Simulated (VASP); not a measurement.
# HIr12C in VASP: relaxation of the atoms with PBE+D3(BJ)

Aim: the relaxation of the atoms of HIr12C with PBE+D3(BJ).

Program: VASP 6.6.1. These are calculated values, not measurements. Logs are shortened: lines on timing, memory, paths and dates and some standing lists are left out, and cuts for length are marked.

## 1. The cell of the first run

The cell holds a slab with vacuum, 14 atoms: a = 5.431 Å, b = 5.431 Å, c = 15.434 Å, α = 90.00°, β = 90.00°, γ = 60.00°.

## 2. Relaxation of the atoms, PBE+D3(BJ)

File INCAR:

```
SYSTEM = HIr12C
  PREC = Accurate
  ENCUT = 520
  EDIFF = 1E-6
  ISMEAR = 0
  SIGMA = 0.1
  LREAL = .FALSE.
  LASPH = .TRUE.
  NELM = 80
  ALGO = Normal
  ISIF = 2
  LWAVE = .FALSE.
  LCHARG = .FALSE.
  GGA = PE
  IVDW = 12
  IBRION = 2
  NSW = 80
  EDIFFG = -0.03
  KPAR = 4
```

File KPOINTS:

```
regular mesh
0
G
  4 4 1
  0 0 0
```

File POSCAR:

```
HIr12C
1.0
    5.4305800000      0.0000000000      0.0000000000
    2.7152900000      4.7030200000      0.0000000000
    0.0000000000      0.0000000000     15.4340500000
Ir C H
12 1 1
Selective dynamics
Direct
    0.1666667000      0.1666667000      0.0647918000  F F F
    0.6666667000      0.1666667000      0.0647918000  F F F
    0.1666667000      0.6666667000      0.0647918000  F F F
    0.6666667000      0.6666667000      0.0647918000  F F F
   -0.1666667000      0.3333333000      0.2084369000  T T T
    0.3333333000      0.3333333000      0.2084369000  T T T
   -0.1666667000      0.8333333000      0.2084369000  T T T
    0.3333333000      0.8333333000      0.2084369000  T T T
    0.0000000000      0.0000000000      0.3520819000  T T T
    0.5000000000      0.0000000000      0.3520819000  T T T
    0.0000000000      0.5000000000      0.3520819000  T T T
    0.5000000000      0.5000000000      0.3520819000  T T T
    0.2219655000      0.7557752000      0.4700030000  T T T
    0.2158923000      0.7512548000      0.5412740000  T T T
```

Potentials or basis: VASP PAW PBE potentials, release 64 (Ir, C, H).

Started as:

```sh
cat potpaw_PBE.64/Ir/POTCAR potpaw_PBE.64/C/POTCAR potpaw_PBE.64/H/POTCAR > POTCAR
mpirun -np 4 vasp_std > vasp.out
```

OUTCAR:

```text
SYSTEM = HIr12C
   PREC = Accurate
   ENCUT = 520
   EDIFF = 1E-6
   ISMEAR = 0
   LREAL = .FALSE.
   LASPH = .TRUE.
   NELM = 80
   ISIF = 2
   GGA = PE
   IVDW = 12
   IBRION = 2
   NSW = 80
   EDIFFG = -0.03
 IVDW          = 12

 ion  position               nearest neighbor table
   1  0.167  0.167  0.065-   3 2.72   3 2.72   4 2.72   4 2.72   2 2.72   2 2.72   6 2.72   8 2.72
                             5 2.72
   2  0.667  0.167  0.065-   4 2.72   3 2.72   4 2.72   3 2.72   1 2.72   1 2.72   5 2.72   7 2.72
                             6 2.72
   3  0.167  0.667  0.065-   1 2.72   1 2.72   2 2.72   2 2.72   4 2.72   4 2.72   8 2.72   6 2.72
                             7 2.72
   4  0.667  0.667  0.065-   2 2.72   1 2.72   2 2.72   1 2.72   3 2.72   3 2.72   7 2.72   5 2.72
                             8 2.72
   5  0.833  0.333  0.208-   9 2.72  12 2.72  11 2.72   7 2.72   7 2.72   8 2.72   8 2.72   6 2.72
                             6 2.72   2 2.72   4 2.72   1 2.72
   6  0.333  0.333  0.208-  10 2.72  11 2.72  12 2.72   8 2.72   7 2.72   8 2.72   7 2.72   5 2.72
                             5 2.72   1 2.72   3 2.72   2 2.72
   7  0.833  0.833  0.208-  11 2.72  10 2.72   9 2.72   5 2.72   5 2.72   6 2.72   6 2.72   8 2.72
                             8 2.72   4 2.72   2 2.72   3 2.72
   8  0.333  0.833  0.208-  12 2.72   9 2.72  10 2.72   6 2.72   5 2.72   6 2.72   5 2.72   7 2.72
                             7 2.72   3 2.72   1 2.72   4 2.72
   9  0.000  0.000  0.352-  13 2.22   5 2.72   8 2.72   7 2.72  11 2.72  11 2.72  12 2.72  12 2.72
                            10 2.72  10 2.72
  10  0.500  0.000  0.352-   6 2.72   7 2.72   8 2.72  12 2.72  11 2.72  12 2.72  11 2.72   9 2.72
                             9 2.72
  11  0.000  0.500  0.352-   7 2.72   6 2.72   5 2.72   9 2.72   9 2.72  10 2.72  10 2.72  12 2.72
                            12 2.72
  12  0.500  0.500  0.352-  13 2.33   8 2.72   5 2.72   6 2.72  10 2.72   9 2.72  10 2.72   9 2.72
                            11 2.72  11 2.72
  13  0.222  0.756  0.470-  14 1.10   9 2.22  12 2.33
  14  0.216  0.751  0.541-  13 1.10

  LATTYP: Found a hexagonal cell.
 ALAT       =     5.4305797945
 C/A-ratio  =     2.8420630180

  Lattice vectors:

 A1 = (  -2.7152900000,  -4.7030200000,   0.0000000000)
 A2 = (   5.4305800000,   0.0000000000,   0.0000000000)
 A3 = (   0.0000000000,   0.0000000000,  15.4340500000)

Analysis of symmetry for initial positions (statically):
=====================================================================
 Subroutine PRICEL returns:
 Original cell was already a primitive cell.

 Routine SETGRP: Setting up the symmetry group for a
 hexagonal supercell.

 Subroutine GETGRP returns: Found  1 space group operations
 (whereof  1 operations were pure point group operations)
 out of a pool of 24 trial point group operations.

The static configuration has the point symmetry C_1 .

Analysis of symmetry for dynamics (positions and initial velocities):
=====================================================================
 Subroutine PRICEL returns:
 Original cell was already a primitive cell.

 Routine SETGRP: Setting up the symmetry group for a
 hexagonal supercell.

 Subroutine GETGRP returns: Found  1 space group operations
 (whereof  1 operations were pure point group operations)
 out of a pool of 24 trial point group operations.

The dynamic configuration has the point symmetry C_1 .

Analysis of constrained symmetry for selective dynamics:
=====================================================================
 Subroutine PRICEL returns:
 Original cell was already a primitive cell.

 Routine SETGRP: Setting up the symmetry group for a
 hexagonal supercell.

 Subroutine GETGRP returns: Found  1 space group operations
 (whereof  1 operations were pure point group operations)
 out of a pool of 24 trial point group operations.

The constrained configuration has the point symmetry C_1 .

 Subroutine INISYM returns: Found  1 space group operations
 (whereof  1 operations are pure point group operations),
 and found     1 'primitive' translations

----------------------------------------------------------------------------------------

                                     Primitive cell

  volume of cell :     394.1876

  direct lattice vectors                    reciprocal lattice vectors
     5.430580000  0.000000000  0.000000000     0.184142394 -0.106314666  0.000000000
     2.715290000  4.703020000  0.000000000     0.000000000  0.212629332  0.000000000
     0.000000000  0.000000000 15.434050000     0.000000000  0.000000000  0.064791808

  length of vectors
     5.430580000  5.430579795 15.434050000     0.212629324  0.212629332  0.064791808

  position of ions in fractional coordinates (direct lattice)
     0.166666700  0.166666700  0.064791800
     0.666666700  0.166666700  0.064791800
     0.166666700  0.666666700  0.064791800
     0.666666700  0.666666700  0.064791800
     0.833333300  0.333333300  0.208436900
     0.333333300  0.333333300  0.208436900
     0.833333300  0.833333300  0.208436900
     0.333333300  0.833333300  0.208436900
     0.000000000  0.000000000  0.352081900
     0.500000000  0.000000000  0.352081900
     0.000000000  0.500000000  0.352081900
     0.500000000  0.500000000  0.352081900
     0.221965500  0.755775200  0.470003000
     0.215892300  0.751254800  0.541274000

  ion indices of the primitive-cell ions
   primitive index   ion index
                 1           1
                 2           2
                 3           3
                 4           4
                 5           5
                 6           6
                 7           7
                 8           8
                 9           9
                10          10
                11          11
                12          12
                13          13
                14          14

----------------------------------------------------------------------------------------

 KPOINTS: regular mesh

Automatic generation of k-mesh.
 Grid dimensions read from file:
 generate k-points for:    4    4    1

 Generating k-lattice:

  Cartesian coordinates                     Fractional coordinates (reciprocal lattice)
     0.046035598 -0.026578666  0.000000000     0.250000000  0.000000000  0.000000000
     0.000000000  0.053157333  0.000000000     0.000000000  0.250000000  0.000000000
     0.000000000  0.000000000  0.064791808     0.000000000  0.000000000  1.000000000

  Length of vectors
     0.053157331  0.053157333  0.064791808

  Shift w.r.t. Gamma in fractional coordinates (k-lattice)
     0.000000000  0.000000000  0.000000000

 Subroutine IBZKPT returns following result:
 ===========================================

 Found     10 irreducible k-points:

 Following reciprocal coordinates:
            Coordinates               Weight
  0.000000  0.000000  0.000000      1.000000
  0.250000  0.000000  0.000000      2.000000
  0.250000  0.250000  0.000000      2.000000
  0.000000  0.250000  0.000000      2.000000
  0.500000  0.000000  0.000000      1.000000
  0.500000  0.500000  0.000000      1.000000
  0.000000  0.500000  0.000000      1.000000
  0.500000  0.250000  0.000000      2.000000
  0.250000  0.500000  0.000000      2.000000
 -0.250000  0.250000  0.000000      2.000000
   k-points           NKPTS =     10   k-points in BZ     NKDIM =     10   number of bands    NBANDS=     67
   number of dos      NEDOS =    301   number of ions     NIONS =     14
   total plane-waves  NPLWV = 192000
   dimension x,y,z NGX =    40 NGY =   40 NGZ =  120
   dimension x,y,z NGXF=    80 NGYF=   80 NGZF=  240
   ions per type =              12   1   1
   NGX,Y,Z   is equivalent  to a cutoff of  12.25, 12.25, 12.93 a.u.
   NGXF,Y,Z  is equivalent  to a cutoff of  24.49, 24.49, 25.85 a.u.
 SYSTEM =  HIr12C
   PREC   = accura    normal or accurate (medium, high low for compatibility)
   ISTART =      0    job   : 0-new  1-cont  2-samecut
   ICHARG =      2    charge: 1-file 2-atom 10-const
   ISPIN  =      1    spin polarized calculation?
   LNONCOLLINEAR =      F non collinear calculations
   LSORBIT =      F    spin-orbit coupling
   LASPH  =      T    aspherical Exc in radial PAW
   ENCUT  =  520.0 eV  38.22 Ry    6.18 a.u.  10.10 10.10 28.70*2*pi/ulx,y,z
   NELM   =     80;   NELMIN=  2; NELMDL= -5     # of ELM steps
   EDIFF  = 0.1E-05   stopping-criterion for ELM
   LREAL  =      F    real-space projection
   EDIFFG = -.3E-01   stopping-criterion for IOM
   NSW    =     80    number of steps for IOM
   IBRION =      2    ionic relax: 0-MD 1-quasi-New 2-CG
   NFREE  =      1    steps in history (QN), initial steepest desc. (CG)
   ISIF   =      2    stress and relaxation
   ISYM   =      2    0-nonsym 1-usesym 2-fastsym
   POTIM  = 0.5000    time-step for ionic-motion
   TEBEG  =    0.0;   TEEND  =   0.0 temperature during run
   PSTRESS=    0.0 pullay stress
   NELECT =     113.0000    total number of electrons
   NUPDOWN=      -1.0000    fix difference up-down
   EMIN   =  10.00;   EMAX   =-10.00  energy-range for DOS
   EFERMI =   0.00;   METHOD = LEGACY
   ISMEAR =     0;   SIGMA  =   0.10  broadening in eV -4-tet -1-fermi 0-gaus
   EFERMI_NEDOS =   21; number of points for ismear=-14 and -15
   IALGO  =     38    algorithm
   IMIX   =      4    mixing-type and parameters
     AMIX     =   0.40;   BMIX     =  1.00
     AMIX_MAG =   1.60;   BMIX_MAG =  1.00
  volume/ion in A,a.u.               =      28.16       190.01
  Fermi-wavevector in a.u.,A,eV,Ry     =   1.079444  2.039853 15.853491  1.165199
  Thomas-Fermi vector in A             =   2.215409
   LORBIT       =      0    0 simple, 1 ext, 2 COOP (PROOUT), +10 PAW based schemes
   GGA     = PE    functional components
   LHFCALC =     F    Hartree Fock is set to
   AEXX    =    0.0000 exact exchange contribution
   IVDW    =    12    specifies the selected vdW correction
   LEPSILON=     F    determine dielectric tensor
   LRPA    =     F    only Hartree local field effects (RPA)
 conjugate gradient relaxation of ions
 non-spin polarized calculation
 Gauss-broadening in eV      SIGMA  =   0.10
  energy-cutoff  :      520.00
  volume of cell :      394.19
 maximum number of plane-waves:     10640
   NGX = 21   NGY = 21   NGZ = 57

--------------------------------------- Ionic step        1  -------------------------------------------

 number of electron     113.0000003 magnetization

 Free energy of the ion-electron system (eV)
  ---------------------------------------------------
  ext. energy  EPLUGINS =         0.00000000
  ---------------------------------------------------
  free energy    TOTEN  =      -109.73466470 eV

  energy without entropy =     -109.64811282  energy(sigma->0) =     -109.69138876

------------------------ aborting loop because EDIFF is reached ----------------------------------------

 Edisp (eV)   -6.08264

 E8    (eV) :    -2.9149
[... 141 lines left out ...]
  FREE ENERGIE OF THE ION-ELECTRON SYSTEM (eV)
  ---------------------------------------------------
  free  energy   TOTEN  =      -116.5620026223 eV

  energy  without entropy=     -116.4794889509  energy(sigma->0) =     -116.52074579

[... ionic steps 4 to 69 ...]

--------------------------------------- Ionic step       70  -------------------------------------------

 number of electron     113.0000005 magnetization

------------------------ aborting loop because EDIFF is reached ----------------------------------------
[... 99 lines left out ...]
--------------------------------------- Ionic step       72  -------------------------------------------

 number of electron     113.0000005 magnetization

 Free energy of the ion-electron system (eV)
  ---------------------------------------------------
  ext. energy  EPLUGINS =         0.00000000
  ---------------------------------------------------
  free energy    TOTEN  =      -111.57012039 eV

  energy without entropy =     -111.48611891  energy(sigma->0) =     -111.52811965

 E-fermi :   1.8142     XC(G=0):  -7.5329

 val. band max:        1.7858064344   @ k =   0.2500   0.0000   0.0000
 cond. band min:       1.8173021010   @ k =   0.5000   0.0000   0.0000
 fundamental gap:      0.0314956667
 Fermi energy:         1.8141532393

 k-point     1 :       0.0000    0.0000    0.0000
  band No.  band energies     occupation
      1     -10.7254      2.00000
      2      -8.2010      2.00000
      3      -6.4826      2.00000
      4      -6.0935      2.00000
      5      -5.6825      2.00000
      6      -5.5758      2.00000
[... 734 lines left out ...]
  FREE ENERGIE OF THE ION-ELECTRON SYSTEM (eV)
  ---------------------------------------------------
  free  energy   TOTEN  =      -117.6663541304 eV

  energy  without entropy=     -117.5823526529  energy(sigma->0) =     -117.62435339

 reached required accuracy - stopping structural energy minimisation
```

Wall time 68 min (4 MPI ranks of AMD EPYC 9R45 (Zen 5), shared host); peak memory 0.61 GiB.

What came out:

* Free energy: -117.6664 eV
* Energy gained by relaxing: 132.1 meV/atom
* Ionic steps: 72
* Band gap on the k mesh: zero (an odd number of electrons rules out a gap without spin polarisation)
* Dispersion energy per atom: -0.435 eV

The path:
```tsv
step	energy change (eV)	largest force on free atoms (eV/Å)	pressure (GPa)
1	0.0000	5.0374	-6.25
3	-0.7447	3.5116	-6.05
5	-1.2265	2.0591	-4.86
7	-1.3206	1.0635	-5.06
9	-1.3698	0.6191	-5.18
11	-1.4331	0.3976	-4.32
13	-1.4711	0.3319	-3.50
15	-1.4783	0.4784	-3.30
17	-1.4869	0.1337	-3.09
19	-1.4915	0.1960	-3.06
21	-1.4962	0.4319	-2.99
23	-1.5013	0.3318	-2.96
25	-1.5144	0.5749	-2.88
27	-1.5158	0.8835	-2.84
29	-1.5200	0.9390	-2.84
31	-1.5412	1.1687	-2.79
33	-1.5732	1.1605	-2.57
35	-1.5975	1.1862	-2.55
37	-1.6981	0.7509	-2.98
39	-1.7174	1.3641	-3.24
41	-1.7704	0.6746	-3.51
43	-1.8028	0.2570	-3.42
45	-1.8168	0.3067	-3.43
47	-1.8203	0.2635	-3.44
49	-1.8274	0.1744	-3.39
51	-1.8380	0.1475	-3.34
53	-1.8390	0.2092	-3.32
55	-1.8427	0.2836	-3.25
57	-1.8446	0.0854	-3.20
59	-1.8458	0.0619	-3.25
61	-1.8470	0.1409	-3.30
63	-1.8475	0.0545	-3.32
65	-1.8477	0.0645	-3.32
67	-1.8484	0.0453	-3.36
69	-1.8489	0.0877	-3.37
71	-1.8490	0.0353	-3.37
72	-1.8491	0.0235	-3.37
```

Final structure:
```
Ir C H
1.0
     5.43058    0.00000    0.00000
     2.71529    4.70302    0.00000
     0.00000    0.00000   15.43405
Ir C H
12 1 1
Direct
  0.16667 0.16667 0.06479
  0.66667 0.16667 0.06479
  0.16667 0.66667 0.06479
  0.66667 0.66667 0.06479
  0.83376 0.33350 0.20355
  0.33386 0.33301 0.20691
  0.83306 0.83393 0.20690
  0.33386 0.83382 0.20697
  0.99955 0.00225 0.35320
  0.50040 0.00044 0.34746
  0.99953 0.49938 0.35316
  0.50249 0.49935 0.35313
  0.16714 0.66674 0.43681
  0.16653 0.66659 0.50768
```

Levels at points of the mesh, in eV from the Fermi level:
```
           k point  band 53  band 54  band 55  band 56  band 57  band 58  band 59  band 60  band 61  band 62
(0.00, 0.00, 0.00)     0.33     0.35     0.54     0.55     0.62     0.71     0.72     0.97     1.06     1.06
(0.50, 0.00, 0.00)    -1.10    -1.02    -0.70    -0.65    -0.52    -0.50    -0.34     0.00     0.18     0.44
(0.50, 0.50, 0.00)    -1.10    -1.02    -0.70    -0.65    -0.52    -0.49    -0.34     0.00     0.18     0.44
(0.00, 0.50, 0.00)    -1.10    -1.02    -0.70    -0.65    -0.52    -0.49    -0.34     0.00     0.18     0.44
```

Caveat: there is no dipole correction, which matters where the two faces differ; spin-orbit coupling is left out, which moves the levels of the heavy elements.

The gap in the log of VASP goes by the Fermi energy; the results here count the filled bands.